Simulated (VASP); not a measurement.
# Ru (P6/mmm) in VASP: further runs

The runs below take Ru through single point, relaxation of cell and atoms, with BLYP.

All numbers are computed with VASP 6.6.1; they aren't measurements. Logs are shortened: lines on timing, memory, paths and dates and some standing lists are left out, and cuts for length are marked.

### Step 1. The cell of the first run

It takes space group P6/mmm (No. 191, hexagonal). The conventional cell has a = 4.213 Å, b = 4.213 Å, c = 2.658 Å, α = 90.00°, β = 90.00°, γ = 120.00°. Ru (site symmetry 6/mmm) has 14 Ru at 2.66 to 2.77 Å within 3.5 Å. Within 3.2 Å of Ru (site symmetry -6m2) lie 11 Ru at 2.43 to 2.77 Å.

This isn't the form of Ru at room conditions, which is hcp.

### Step 2. Single point, BLYP (13.62 Å³/atom)

INCAR reads:

```
PREC = Accurate
ENCUT = 600
EDIFF = 1E-6
ISMEAR = -1
SIGMA = 0.1
LREAL = F
LASPH = T
NELM = 120
ALGO = Normal
ISIF = 2
LWAVE = F
LCHARG = T
GGA = B5
ALDAX = 1.0
AGGAX = 1.0
AGGAC = 1.0
ALDAC = 0.0
LELF = T
LVHAR = T
NBANDS = 31
GGA_COMPAT = F
```

KPOINTS reads:

```
Automatic mesh
0
Gamma
  10 10 13
```

POSCAR reads:

```
Ru
1.0
    4.2132325792      0.0000000000      0.0000000000
   -2.1066162896      3.6487664456      0.0000000000
    0.0000000000      0.0000000000      2.6578523574
Ru
3
Direct
    0.0000000000      0.0000000000      0.0000000000
    0.3333333333      0.6666666667      0.5000000000
    0.6666666667      0.3333333333      0.5000000000
```

Potentials or basis: VASP PAW PBE potentials, release 64 (Ru_sv).

Started as:

```
> cat potpaw_PBE.64/Ru_sv/POTCAR > POTCAR
> mpirun -np 1 vasp_std > vasp.out
```

OUTCAR:

```text
PREC = Accurate
   ENCUT = 600
   EDIFF = 1E-6
   ISMEAR = -1
   LREAL = F
   LASPH = T
   NELM = 120
   ISIF = 2
   GGA = B5

 ion  position               nearest neighbor table
   1  0.000  0.000  0.000-   2 2.77   3 2.77   2 2.77   3 2.77   2 2.77   2 2.77   3 2.77   3 2.77
                             3 2.77   3 2.77   2 2.77   2 2.77
   2  0.333  0.667  0.500-   3 2.43   3 2.43   3 2.43   1 2.77   1 2.77   1 2.77   1 2.77   1 2.77
                             1 2.77
   3  0.667  0.333  0.500-   2 2.43   2 2.43   2 2.43   1 2.77   1 2.77   1 2.77   1 2.77   1 2.77
                             1 2.77

  LATTYP: Found a hexagonal cell.
 ALAT       =     4.2132325792
 C/A-ratio  =     0.6308344739

  Lattice vectors:

 A1 = (   4.2132325792,   0.0000000000,   0.0000000000)
 A2 = (  -2.1066162896,   3.6487664456,   0.0000000000)
 A3 = (   0.0000000000,   0.0000000000,   2.6578523574)

Analysis of symmetry for initial positions (statically):
=====================================================================
 Subroutine PRICEL returns:
 Original cell was already a primitive cell.

 Routine SETGRP: Setting up the symmetry group for a
 hexagonal supercell.

 Subroutine GETGRP returns: Found 24 space group operations
 (whereof 24 operations were pure point group operations)
 out of a pool of 24 trial point group operations.

The static configuration has the point symmetry D_6h.

Analysis of symmetry for dynamics (positions and initial velocities):
=====================================================================
 Subroutine PRICEL returns:
 Original cell was already a primitive cell.

 Routine SETGRP: Setting up the symmetry group for a
 hexagonal supercell.

 Subroutine GETGRP returns: Found 24 space group operations
 (whereof 24 operations were pure point group operations)
 out of a pool of 24 trial point group operations.

The dynamic configuration has the point symmetry D_6h.

 Subroutine INISYM returns: Found 24 space group operations
 (whereof 24 operations are pure point group operations),
 and found     1 'primitive' translations

----------------------------------------------------------------------------------------

                                     Primitive cell

[... 79 lines left out ...]
   ions per type =               3
   NGX,Y,Z   is equivalent  to a cutoff of  14.20, 14.20, 15.01 a.u.
   NGXF,Y,Z  is equivalent  to a cutoff of  28.41, 28.41, 30.02 a.u.
 SYSTEM =  unknown system
   PREC   = accura    normal or accurate (medium, high low for compatibility)
   ISTART =      0    job   : 0-new  1-cont  2-samecut
   ICHARG =      2    charge: 1-file 2-atom 10-const
   ISPIN  =      1    spin polarized calculation?
   LNONCOLLINEAR =      F non collinear calculations
   LSORBIT =      F    spin-orbit coupling
   LASPH  =      T    aspherical Exc in radial PAW
   ENCUT  =  600.0 eV  44.10 Ry    6.64 a.u.   8.41  8.41  5.31*2*pi/ulx,y,z
   NELM   =    120;   NELMIN=  2; NELMDL= -5     # of ELM steps
   EDIFF  = 0.1E-05   stopping-criterion for ELM
   LREAL  =      F    real-space projection
[... 7 lines left out ...]
   TEBEG  =    0.0;   TEEND  =   0.0 temperature during run
   PSTRESS=    0.0 pullay stress
   NELECT =      48.0000    total number of electrons
   NUPDOWN=      -1.0000    fix difference up-down
   EMIN   =  10.00;   EMAX   =-10.00  energy-range for DOS
   EFERMI =   0.00;   METHOD = LEGACY
   ISMEAR =    -1;   SIGMA  =   0.10  broadening in eV -4-tet -1-fermi 0-gaus
   EFERMI_NEDOS =   21; number of points for ismear=-14 and -15
   IALGO  =     38    algorithm
   IMIX   =      4    mixing-type and parameters
     AMIX     =   0.40;   BMIX     =  1.00
     AMIX_MAG =   1.60;   BMIX_MAG =  1.00
  volume/ion in A,a.u.               =      13.62        91.91
  Fermi-wavevector in a.u.,A,eV,Ry     =   1.727393  3.264299 40.598236  2.983886
  Thomas-Fermi vector in A             =   2.802525
   LORBIT       =      0    0 simple, 1 ext, 2 COOP (PROOUT), +10 PAW based schemes
   GGA     = B5    functional components
   LHFCALC =     F    Hartree Fock is set to
   AEXX    =    0.0000 exact exchange contribution
   IVDW    =     0    specifies the selected vdW correction
   LEPSILON=     F    determine dielectric tensor
   LRPA    =     F    only Hartree local field effects (RPA)
 non-spin polarized calculation
  energy-cutoff  :      600.00
  volume of cell :       40.86
 maximum number of plane-waves:      1390
 NGX is ok and might be reduce to    36
   NGX = 17   NGY = 17   NGZ = 11

 number of electron      48.0000006 magnetization

 Free energy of the ion-electron system (eV)
  ---------------------------------------------------
  ext. energy  EPLUGINS =         0.00000000
  ---------------------------------------------------
  free energy    TOTEN  =       -23.00860189 eV

  energy without entropy =      -22.89504309  energy(sigma->0) =      -22.95182249

 E-fermi :  15.8342     XC(G=0): -13.5277

 val. band max:       15.8322218727   @ k =   0.5000   0.0000   0.3077
 cond. band min:      15.8411369303   @ k =   0.2000  -0.0000   0.1538
 fundamental gap:      0.0089150576
 Fermi energy:        15.8341774153

 k-point     1 :       0.0000    0.0000    0.0000
  band No.  band energies     occupation
      1     -57.2185      2.00000
      2     -56.9167      2.00000
      3     -56.9119      2.00000
      4     -27.7321      2.00000
      5     -27.7321      2.00000
      6     -27.2801      2.00000
[... 805 lines left out ...]
     30      18.6605      0.00000
     31      26.9698      0.00000

 [... further k-points ...]

------------------------ aborting loop because EDIFF is reached ----------------------------------------

  FORCE on cell =-STRESS in cart. coord.  units (eV):
  Direction    XX          YY          ZZ          XY          YZ          ZX
  --------------------------------------------------------------------------------------
  -------------------------------------------------------------------------------------
  Total        6.9722007      6.9722007      6.1538845      0.0000000     -0.0000000     -0.0000000
  in kB      273.3934527    273.3934527    241.3056951      0.0000000     -0.0000000     -0.0000000
  external PRESSURE =     262.6975335 kB  Pullay stress =       0.0000000 kB

 VOLUME and BASIS-vectors are now :
 -----------------------------------------------------------------------------
  energy-cutoff  :      600.00
  volume of cell :       40.86
      direct lattice vectors                 reciprocal lattice vectors
     4.213232579  0.000000000  0.000000000     0.237347448  0.137032613  0.000000000
    -2.106616290  3.648766446  0.000000000     0.000000000  0.274065226  0.000000000
     0.000000000  0.000000000  2.657852357     0.000000000  0.000000000  0.376243623

 POSITION                                       TOTAL-FORCE (eV/Angst)
 -----------------------------------------------------------------------------------
      0.00000      0.00000      0.00000         0.000000      0.000000     -0.000000
     -0.00000      2.43251      1.32893        -0.000000      0.000000      0.000000
      2.10662      1.21626      1.32893         0.000000      0.000000     -0.000000
 -----------------------------------------------------------------------------------
    total drift:                                0.000000      0.000000     -0.000000

  FREE ENERGIE OF THE ION-ELECTRON SYSTEM (eV)
  ---------------------------------------------------
  free  energy   TOTEN  =       -23.0086018900 eV

  energy  without entropy=      -22.8950430933  energy(sigma->0) =      -22.95182249
```

OSZICAR:

```text
N       E                     dE             d eps       ncg     rms          rms(c)
DAV:   1     0.749576695165E+03    0.74958E+03   -0.32312E+04  6076   0.198E+03
DAV:   2     0.295958231585E+01   -0.74662E+03   -0.71983E+03  6876   0.640E+02
DAV:   3    -0.241170409996E+02   -0.27077E+02   -0.25741E+02  6954   0.131E+02
DAV:   4    -0.245153499136E+02   -0.39831E+00   -0.39633E+00  6657   0.169E+01
DAV:   5    -0.245208903393E+02   -0.55404E-02   -0.55394E-02  7142   0.206E+00    0.322E+01
DAV:   6    -0.231438998658E+02    0.13770E+01   -0.43958E+00  6489   0.176E+01    0.813E+00
DAV:   7    -0.238252668983E+02   -0.68137E+00   -0.29431E+00  6999   0.194E+01    0.825E+00
DAV:   8    -0.230107154571E+02    0.81455E+00   -0.16130E+00  6806   0.918E+00    0.169E+00
DAV:   9    -0.230084305707E+02    0.22849E-02   -0.37495E-02  6623   0.161E+00    0.420E-01
DAV:  10    -0.230085951496E+02   -0.16458E-03   -0.69235E-04  7791   0.258E-01    0.124E-01
DAV:  11    -0.230085943770E+02    0.77257E-06   -0.74154E-05  6791   0.724E-02    0.455E-02
DAV:  12    -0.230086012798E+02   -0.69027E-05   -0.13481E-05  6812   0.334E-02    0.718E-03
DAV:  13    -0.230086018900E+02   -0.61019E-06   -0.70996E-07  4332   0.744E-03
   1 F= -.23008602E+02 E0= -.22951822E+02  d E =-.113559E+00
```

stdout:

```text
POSCAR found type information on POSCAR Ru
 POSCAR found :  1 types and       3 ions
 scaLAPACK will be used
 -----------------------------------------------------------------------------
|                                                                             |
|                                                                             |
|     You enforced a specific xc type in the INCAR file but a different       |
|     I HOPE YOU KNOW WHAT YOU ARE DOING!                                     |
|                                                                             |
 -----------------------------------------------------------------------------

 LDA part: xc-table for (Slater(with rela. corr.)+VWN5), standard interpolation
 POSCAR, INCAR and KPOINTS ok, starting setup
 FFT: planning ... GRIDC
 FFT: planning ... GRID_SOFT
 FFT: planning ... GRID
 WAVECAR not read
 entering main loop
```

Run time: 59 s. Hardware: 1 thread of Intel Xeon 6975P-C (Granite Rapids), shared host; peak memory 0.25 GiB.

What came out:

```yaml
Free_energy: -23.0086 eV
Pressure: 26.3 GPa
Band_gap_on_the_k_mesh: zero (bands 24 and 25 overlap by 2.45 eV)
```

Stress tensor (GPa, compression positive):
```
27.34  0.00  0.00
 0.00 27.34  0.00
 0.00  0.00 24.13
```

Levels at points of the mesh, in eV from the Fermi level:
```tsv
k point	band 22	band 23	band 24	band 25	band 26	band 27
(0.00, 0.00, 0.00)	-2.20	-1.53	-1.53	-1.42	-1.42	1.70
(0.50, 0.00, 0.00)	-1.26	-1.18	0.43	0.78	0.81	0.83
```

Caveat: the cell stands under pressure; the PAW data sets were made with another functional, which shifts forces and pressure a little.

### Step 3. Single point, BLYP (14.21 Å³/atom)

This run uses another cell than the first one, of 14.21 Å³/atom.

INCAR reads:

```
  PREC = Accurate
  ENCUT = 600
  EDIFF = 1E-6
  ISMEAR = -1
  SIGMA = 0.1
  LREAL = False
  LASPH = True
  NELM = 120
  ALGO = Normal
  ISIF = 2
  LWAVE = False
  LCHARG = False
  GGA = B5
  ALDAX = 1.0
  AGGAX = 1.0
  AGGAC = 1.0
  ALDAC = 0.0
  NBANDS = 31
  GGA_COMPAT = False
```

KPOINTS is that of step 2.

POSCAR reads:

```
Ru
1.0
    4.2734297490      0.0000000000      0.0000000000
   -2.1367148745      3.7008987239      0.0000000000
    0.0000000000      0.0000000000      2.6958268073
Ru
3
Direct
    0.0000000000      0.0000000000      0.0000000000
    0.3333333333      0.6666666667      0.5000000000
    0.6666666667      0.3333333333      0.5000000000
```

Potentials or basis: VASP PAW PBE potentials, release 64 (Ru_sv).

Started as:

```
> cat potpaw_PBE.64/Ru_sv/POTCAR > POTCAR
> mpirun -np 1 vasp_std > vasp.out
```

Wall time 98 s (1 thread of Intel Xeon Platinum 8375C at 2.90GHz (Ice Lake), shared host); peak memory 0.25 GiB.

It converged, with:

* Free energy: -23.2185 eV
* Pressure: 11.8 GPa
* Band gap on the k mesh: zero (bands 24 and 25 overlap by 2.29 eV)

Stress tensor (GPa, compression positive):
```
12.27  0.00  0.00
 0.00 12.27  0.00
 0.00  0.00 10.98
```

Levels at points of the mesh, in eV from the Fermi level:
```
           k point  band 21  band 22  band 23  band 24  band 25  band 26  band 27  band 28
(0.00, 0.00, 0.00)    -2.07    -2.07    -1.43    -1.43    -1.32    -1.32     1.58     1.58
(0.50, 0.00, 0.00)    -2.36    -1.18    -1.10     0.40     0.72     0.76     0.77     1.30
```

Caveat: the cell stands under pressure; the PAW data sets were made with another functional, which shifts forces and pressure a little.

(Part 1 of 2 ends here.)
